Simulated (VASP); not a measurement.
# InSe in VASP: further runs

Runs on InSe. Level: PBE+D3(BJ). Tasks: single point.

Program: VASP 6.6.1. These are calculated values, not measurements. Logs are shortened: lines on timing, memory, paths and dates and some standing lists are left out, and cuts for length are marked.

## (1) The cell of the first run

The cell holds a slab with vacuum, 8 atoms: a = 4.027 Å, b = 4.027 Å, c = 28.271 Å, α = 90.00°, β = 90.00°, γ = 120.00°.

## (2) Single point, PBE+D3(BJ) (layers slid over each other)

Contents of INCAR:

```
SYSTEM = InSe
ALGO     = Normal         ! electronic algorithm
DIPOL    = 0.5 0.5 0.405
EDIFF    = 1E-6           ! SCF threshold, eV
ENCUT    = 520            ! plane-wave cutoff, eV
GGA      = PE             ! functional
IDIPOL   = 3            
ISIF     = 2              ! what is computed and relaxed
ISMEAR   = 0              ! smearing method
IVDW     = 12             ! dispersion correction
LASPH    = .True.         ! aspherical terms in the spheres
LCHARG   = .False.        ! write CHGCAR
LDIPOL   = .True.       
LREAL    = .False.        ! projectors in reciprocal space
LWAVE    = .False.        ! write WAVECAR
NBANDS   = 48             ! bands
NELM     = 100            ! most SCF steps
PREC     = Accurate       ! precision mode
SIGMA    = 0.05           ! smearing width, eV
```

Contents of KPOINTS:

```
k-points
0
Gamma
  9 9 1
  0 0 0
```

Contents of POSCAR:

```
InSe
1.0
    4.0266103640      0.0000000000      0.0000000000
   -2.0133051820      3.4871468663      0.0000000000
    0.0000000000      0.0000000000     28.2707108021
Se In
4 4
Direct
    0.0000000000      0.0000000000      0.1591753399
    0.0000000000      0.0000000000      0.3496677346
    0.0000000000      0.6666666667      0.4596755806
    0.0000000000      0.6666666667      0.6501679753
    0.6666666667      0.3333333333      0.2049979895
    0.6666666667      0.3333333333      0.3038451603
    0.6666666667      1.0000000000      0.5054982302
    0.6666666667      1.0000000000      0.6043454010
```

Potentials or basis: VASP PAW PBE potentials, release 64 (Se, In_d).

Started as:

```bash
> cat potpaw_PBE.64/Se/POTCAR potpaw_PBE.64/In_d/POTCAR > POTCAR
> mpirun -np 1 vasp_std > vasp.out
```

OUTCAR:

```text
SYSTEM = InSe
   EDIFF = 1E-6
   ENCUT = 520
   GGA = PE
   ISIF = 2
   ISMEAR = 0
   IVDW = 12
   LASPH = .True.
   LREAL = .False.
   NELM = 100
   PREC = Accurate
 IVDW          = 12

 ion  position               nearest neighbor table
   1  0.000  0.000  0.159-   5 2.66   5 2.66   5 2.66
   2  0.000  0.000  0.350-   6 2.66   6 2.66   6 2.66
   3  0.000  0.667  0.460-   7 2.66   7 2.66   7 2.66
   4  0.000  0.667  0.650-   8 2.66   8 2.66   8 2.66
   5  0.667  0.333  0.205-   1 2.66   1 2.66   1 2.66   6 2.79
   6  0.667  0.333  0.304-   2 2.66   2 2.66   2 2.66   5 2.79
   7  0.667  0.000  0.505-   3 2.66   3 2.66   3 2.66   8 2.79
   8  0.667  0.000  0.604-   4 2.66   4 2.66   4 2.66   7 2.79

  LATTYP: Found a hexagonal cell.
 ALAT       =     4.0266103640
 C/A-ratio  =     7.0209700583

  Lattice vectors:

 A1 = (   4.0266103640,   0.0000000000,   0.0000000000)
 A2 = (  -2.0133051820,   3.4871468663,   0.0000000000)
 A3 = (   0.0000000000,   0.0000000000,  28.2707108021)

Analysis of symmetry for initial positions (statically):
=====================================================================
 Subroutine PRICEL returns:
 Original cell was already a primitive cell.

 Routine SETGRP: Setting up the symmetry group for a
 hexagonal supercell.

 Subroutine GETGRP returns: Found  2 space group operations
 (whereof  1 operations were pure point group operations)
 out of a pool of 24 trial point group operations.

The static configuration has the point symmetry C_1 .
 The point group associated with its full space group is C_2 .

Analysis of symmetry for dynamics (positions and initial velocities):
=====================================================================
 Subroutine PRICEL returns:
 Original cell was already a primitive cell.

 Routine SETGRP: Setting up the symmetry group for a
 hexagonal supercell.

 Subroutine GETGRP returns: Found  2 space group operations
 (whereof  1 operations were pure point group operations)
 out of a pool of 24 trial point group operations.

The dynamic configuration has the point symmetry C_1 .
 The point group associated with its full space group is C_2 .

 Subroutine INISYM returns: Found  2 space group operations
 (whereof  1 operations are pure point group operations),
 and found     1 'primitive' translations

----------------------------------------------------------------------------------------

                                     Primitive cell

  volume of cell :     396.9598

  direct lattice vectors                    reciprocal lattice vectors
     4.026610364  0.000000000  0.000000000     0.248347843  0.143383694  0.000000000
    -2.013305182  3.487146866  0.000000000     0.000000000  0.286767388  0.000000000
     0.000000000  0.000000000 28.270710802     0.000000000  0.000000000  0.035372298

  length of vectors
     4.026610364  4.026610364 28.270710802     0.286767388  0.286767388  0.035372298

  position of ions in fractional coordinates (direct lattice)
     0.000000000  0.000000000  0.159175340
     0.000000000  0.000000000  0.349667735
     0.000000000  0.666666667  0.459675581
     0.000000000  0.666666667  0.650167975
     0.666666667  0.333333333  0.204997990
     0.666666667  0.333333333  0.303845160
     0.666666667  0.000000000  0.505498230
     0.666666667  0.000000000  0.604345401

  ion indices of the primitive-cell ions
   primitive index   ion index
                 1           1
                 2           2
                 3           3
                 4           4
                 5           5
                 6           6
                 7           7
                 8           8

----------------------------------------------------------------------------------------

 KPOINTS: k-points

Automatic generation of k-mesh.
 Grid dimensions read from file:
 generate k-points for:    9    9    1

 Generating k-lattice:

  Cartesian coordinates                     Fractional coordinates (reciprocal lattice)
     0.027594205  0.015931522  0.000000000     0.111111111  0.000000000  0.000000000
     0.000000000  0.031863043  0.000000000     0.000000000  0.111111111  0.000000000
     0.000000000  0.000000000  0.035372298     0.000000000  0.000000000  1.000000000

  Length of vectors
     0.031863043  0.031863043  0.035372298

  Shift w.r.t. Gamma in fractional coordinates (k-lattice)
     0.000000000  0.000000000  0.000000000

 Subroutine IBZKPT returns following result:
 ===========================================

 Found     25 irreducible k-points:

 Following reciprocal coordinates:
            Coordinates               Weight
  0.000000  0.000000  0.000000      1.000000
  0.111111 -0.000000  0.000000      2.000000
  0.000000  0.111111  0.000000      4.000000
  0.222222  0.000000  0.000000      2.000000
  0.000000  0.222222  0.000000      4.000000
  0.333333 -0.000000  0.000000      2.000000
[... 16 lines left out ...]
 -0.222222 -0.444444  0.000000      4.000000
  0.444444  0.333333  0.000000      4.000000
   k-points           NKPTS =     25   k-points in BZ     NKDIM =     25   number of bands    NBANDS=     48
   number of dos      NEDOS =    301   number of ions     NIONS =      8
   total plane-waves  NPLWV = 189000
   dimension x,y,z NGX =    30 NGY =   30 NGZ =  210
   dimension x,y,z NGXF=    60 NGYF=   60 NGZF=  420
   ions per type =               4   4
   NGX,Y,Z   is equivalent  to a cutoff of  12.39, 12.39, 12.35 a.u.
   NGXF,Y,Z  is equivalent  to a cutoff of  24.77, 24.77, 24.70 a.u.
 SYSTEM =  InSe
   PREC   = accura    normal or accurate (medium, high low for compatibility)
   ISTART =      0    job   : 0-new  1-cont  2-samecut
   ICHARG =      2    charge: 1-file 2-atom 10-const
   ISPIN  =      1    spin polarized calculation?
   LNONCOLLINEAR =      F non collinear calculations
   LSORBIT =      F    spin-orbit coupling
   LASPH  =      T    aspherical Exc in radial PAW
   ENCUT  =  520.0 eV  38.22 Ry    6.18 a.u.   7.49  7.49 52.56*2*pi/ulx,y,z
   NELM   =    100;   NELMIN=  2; NELMDL= -5     # of ELM steps
   EDIFF  = 0.1E-05   stopping-criterion for ELM
   LREAL  =      F    real-space projection
   EDIFFG = 0.1E-04   stopping-criterion for IOM
   NSW    =      0    number of steps for IOM
   IBRION =     -1    ionic relax: 0-MD 1-quasi-New 2-CG
   NFREE  =      0    steps in history (QN), initial steepest desc. (CG)
   ISIF   =      2    stress and relaxation
   ISYM   =      2    0-nonsym 1-usesym 2-fastsym
   POTIM  = 0.5000    time-step for ionic-motion
   TEBEG  =    0.0;   TEEND  =   0.0 temperature during run
   PSTRESS=    0.0 pullay stress
   NELECT =      76.0000    total number of electrons
   NUPDOWN=      -1.0000    fix difference up-down
   EMIN   =  10.00;   EMAX   =-10.00  energy-range for DOS
   EFERMI =   0.00;   METHOD = LEGACY
   ISMEAR =     0;   SIGMA  =   0.05  broadening in eV -4-tet -1-fermi 0-gaus
   EFERMI_NEDOS =   21; number of points for ismear=-14 and -15
   IALGO  =     38    algorithm
   IMIX   =      4    mixing-type and parameters
     AMIX     =   0.40;   BMIX     =  1.00
     AMIX_MAG =   1.60;   BMIX_MAG =  1.00
  volume/ion in A,a.u.               =      49.62       334.85
  Fermi-wavevector in a.u.,A,eV,Ry     =   0.943548  1.783047 12.113024  0.890282
  Thomas-Fermi vector in A             =   2.071266
   LORBIT       =      0    0 simple, 1 ext, 2 COOP (PROOUT), +10 PAW based schemes
   GGA     = PE    functional components
   LHFCALC =     F    Hartree Fock is set to
   AEXX    =    0.0000 exact exchange contribution
   IVDW    =    12    specifies the selected vdW correction
   LEPSILON=     F    determine dielectric tensor
   LRPA    =     F    only Hartree local field effects (RPA)
 non-spin polarized calculation
 Gauss-broadening in eV      SIGMA  =   0.05
  energy-cutoff  :      520.00
  volume of cell :      396.96
 maximum number of plane-waves:     10749
 NGX is ok and might be reduce to    30
   NGX = 15   NGY = 15   NGZ =105

 dipolmoment           0.000000      0.000000      0.000007 electrons x Angstroem

 number of electron      75.9999997 magnetization

 dipolmoment           0.000000      0.000000     -0.000025 electrons x Angstroem

 Free energy of the ion-electron system (eV)
  ---------------------------------------------------
  ext. energy  EPLUGINS =         0.00000000
  ---------------------------------------------------
  free energy    TOTEN  =       -28.32076376 eV

  energy without entropy =      -28.32076376  energy(sigma->0) =      -28.32076376

 E-fermi :   0.1673     XC(G=0):  -5.6386

 val. band max:       -0.0885327201   @ k =   0.1111  -0.0000   0.0000
 cond. band min:       0.9164614928   @ k =   0.0000   0.0000   0.0000
 fundamental gap:      1.0049942130
 Fermi energy:         0.1673013051

 k-point     1 :       0.0000    0.0000    0.0000
  band No.  band energies     occupation
      1     -14.5177      2.00000
      2     -14.5174      2.00000
      3     -14.3355      2.00000
      4     -14.3354      2.00000
      5     -14.3336      2.00000
      6     -14.3334      2.00000
[... 40 lines left out ...]
     47       5.0470      0.00000
     48       5.2015      0.00000

 k-point     2 :       0.1111   -0.0000    0.0000
  band No.  band energies     occupation
      1     -14.5174      2.00000
      2     -14.5167      2.00000
      3     -14.3778      2.00000
      4     -14.3733      2.00000
      5     -14.3324      2.00000
      6     -14.3322      2.00000
[... 40 lines left out ...]
     47       5.1070      0.00000
     48       5.1727      0.00000

 k-point     3 :       0.0000    0.1111    0.0000
  band No.  band energies     occupation
      1     -14.5173      2.00000
      2     -14.5167      2.00000
      3     -14.3771      2.00000
      4     -14.3729      2.00000
      5     -14.3337      2.00000
      6     -14.3318      2.00000
[... 1060 lines left out ...]
     47       5.2547      0.00000
     48       5.3551      0.00000

 k-point    24 :       0.4444    0.3333    0.0000
  band No.  band energies     occupation
      1     -14.6320      2.00000
      2     -14.6205      2.00000
      3     -14.5264      2.00000
      4     -14.5197      2.00000
      5     -14.4605      2.00000
      6     -14.4602      2.00000
[... 40 lines left out ...]
     47       5.2276      0.00000
     48       5.3587      0.00000

 [... further k-points ...]

------------------------ aborting loop because EDIFF is reached ----------------------------------------

 vacuum level on the upper side and lower side of the slab       (xc-potential included)        -0.131        -0.131

 Edisp (eV)   -2.05371

 E8    (eV) :    -0.9630

  FORCE on cell =-STRESS in cart. coord.  units (eV):
  Direction    XX          YY          ZZ          XY          YZ          ZX
  --------------------------------------------------------------------------------------
  -------------------------------------------------------------------------------------
  Total      -0.01337     0.13989     0.42215    -0.13272    -0.39373     0.22732
  in kB      -0.05395     0.56459     1.70386    -0.53568    -1.58915     0.91750
  external pressure =        0.74 kB  Pullay stress =        0.00 kB

 VOLUME and BASIS-vectors are now :
 -----------------------------------------------------------------------------
  energy-cutoff  :      520.00
  volume of cell :      396.96
      direct lattice vectors                 reciprocal lattice vectors
     4.026610364  0.000000000  0.000000000     0.248347843  0.143383694  0.000000000
    -2.013305182  3.487146866  0.000000000     0.000000000  0.286767388  0.000000000
     0.000000000  0.000000000 28.270710802     0.000000000  0.000000000  0.035372298

 POSITION                                       TOTAL-FORCE (eV/Angst)
 -----------------------------------------------------------------------------------
      0.00000      0.00000      4.50000        -0.002327      0.001491     -0.010098
      0.00000      0.00000      9.88536        -0.070402      0.103063     -0.090106
     -1.34220      2.32476     12.99536         0.054054     -0.112502      0.090106
     -1.34220      2.32476     18.38071         0.000128     -0.002761      0.010098
      2.01331      1.16238      5.79544        -0.005810      0.005251      0.007094
      2.01331      1.16238      8.58992         0.015755     -0.001060     -0.025524
      2.68441      0.00000     14.29079         0.006960      0.014174      0.025524
      2.68441      0.00000     17.08527         0.001643     -0.007657     -0.007094
 -----------------------------------------------------------------------------------
    total drift:                                0.000165      0.000097     -0.003176

  FREE ENERGIE OF THE ION-ELECTRON SYSTEM (eV)
  ---------------------------------------------------
  free  energy   TOTEN  =       -30.3744762380 eV

  energy  without entropy=      -30.3744762380  energy(sigma->0) =      -30.37447624

 vacuum level on the upper side and lower side of the slab         5.407         5.407
```

Wall time 20 min (1 thread of Intel Xeon Platinum 8375C at 2.90GHz (Ice Lake), shared host); peak memory 0.65 GiB.

Results:

```yaml
Free_energy: -30.3745 eV
Largest_force: 0.154 eV/Å
Band_gap_on_the_k_mesh: 1.00 eV (least direct gap 1.07 eV)
Dispersion_energy_per_atom: -0.257 eV
```

Forces in eV/Å, atoms in the order of the input:
```
Se  -0.002  0.001 -0.010
Se  -0.070  0.103 -0.090
Se   0.054 -0.113  0.090
Se   0.000 -0.003  0.010
In  -0.006  0.005  0.007
In   0.016 -0.001 -0.026
In   0.007  0.014  0.026
In   0.002 -0.008 -0.007
```

Caveat: the cell differs from its parent crystal (layers slid over each other); spin-orbit coupling is left out, which moves the levels of the heavy elements.

## (3) Single point, PBE+D3(BJ) (layers slid over each other)

Contents of INCAR:

```
ALGO     = Normal         # electronic algorithm
DIPOL    = 0.5 0.5 0.405
EDIFF    = 1E-6           # SCF threshold, eV
ENCUT    = 520            # plane-wave cutoff, eV
GGA      = PE             # functional
IDIPOL   = 3            
ISIF     = 2              # what is computed and relaxed
ISMEAR   = 0              # smearing method
IVDW     = 12             # dispersion correction
LASPH    = T              # aspherical terms in the spheres
LCHARG   = T              # write CHGCAR
LDIPOL   = T            
LELF     = T              # ELF
LREAL    = F              # projectors in reciprocal space
LVACPOTAV= T            
LVHAR    = T            
LWAVE    = F              # write WAVECAR
NBANDS   = 48             # bands
NELM     = 100            # most SCF steps
PREC     = Accurate       # precision mode
SIGMA    = 0.05           # smearing width, eV
```

Contents of KPOINTS:

```
k-points
0
Gamma
  9 9 1
```

Contents of POSCAR:

```
InSe
1.0
    4.0266103640      0.0000000000      0.0000000000
   -2.0133051820      3.4871468663      0.0000000000
    0.0000000000      0.0000000000     28.2707108021
Se In
4 4
Direct
    0.0000000000      0.0000000000      0.1591753399
    0.0000000000      0.0000000000      0.3496677346
    0.0000000000      0.8888888889      0.4596755806
    0.0000000000      0.8888888889      0.6501679753
    0.6666666667      0.3333333333      0.2049979895
    0.6666666667      0.3333333333      0.3038451603
    0.6666666667      1.2222222222      0.5054982302
    0.6666666667      1.2222222222      0.6043454010
```

Potentials or basis: VASP PAW PBE potentials, release 64 (Se, In_d).

Started as:

```bash
> cat potpaw_PBE.64/Se/POTCAR potpaw_PBE.64/In_d/POTCAR > POTCAR
> mpirun -np 1 vasp_std > vasp.out
```

It took 24 min on 1 thread of AMD EPYC 7R43 (Zen 3), shared host; peak memory 0.6 GiB.

It converged, with:

```
Free energy                : -30.2413 eV
Largest force              : 0.391 eV/Å
Band gap on the k mesh     : 0.87 eV (least direct gap 0.96 eV)
Dispersion energy per atom : -0.256 eV
```

Forces on the atoms (eV/Å):
```
Se  -0.001  0.002 -0.009
Se  -0.060  0.101 -0.373
Se   0.057 -0.102  0.373
Se   0.001 -0.002  0.009
In  -0.004  0.006 -0.006
In   0.006 -0.005 -0.123
In  -0.002  0.008  0.123
In   0.003 -0.006  0.006
```

Levels at points of the mesh, in eV from the valence-band top:
```tsv
k point	band 34	band 35	band 36	band 37	band 38	band 39	band 40	band 41	band 42	band 43
(0.00, 0.00, 0.00)	-0.92	-0.92	-0.89	-0.89	-0.09	0.87	1.59	2.17	2.37	4.47
```

Caveat: the cell differs from its parent crystal (layers slid over each other); spin-orbit coupling is left out, which moves the levels of the heavy elements.

[end of part 1 of 2]
